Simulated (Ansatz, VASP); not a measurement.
**LiF in VASP and in Ansatz**

```
CELL_PARAMETERS angstrom
-0.03402 2.14276 2.14276
2.14276 -0.03402 2.14276
2.14276 2.14276 -0.03402
ATOMIC_POSITIONS crystal
Li 0.99855 0.99855 0.99855
F 0.25145 0.25145 0.25145
```

Change from the starting cell: epitaxial_111 strain +1.5%.

Alike in both runs: task single point; functional PBE; k mesh 10 × 10 × 10; occupations fermi-dirac, width 0.02 eV; no spin polarisation.

```csv
,VASP,Ansatz
version,VASP 6.6.1,Ansatz 0.2.0
potentials or method,"VASP PAW PBE potentials, release 64 (Li_sv, F)","plane waves, PAW"
plane-wave cutoff (eV),520,420
valence electrons in the cell,10,10
```

```csv
,VASP,Ansatz,Ansatz less VASP
gap on the k mesh at the Fermi level (eV),7.75,7.76,+0.012
rms of the force components (eV/Å),0.003,0.002,-0.0012
```

Atom by atom the forces differ by 0.001 eV/Å (rms over components).

Noted on VASP's run: the cutoff is short for stress, so the pressure is rough.
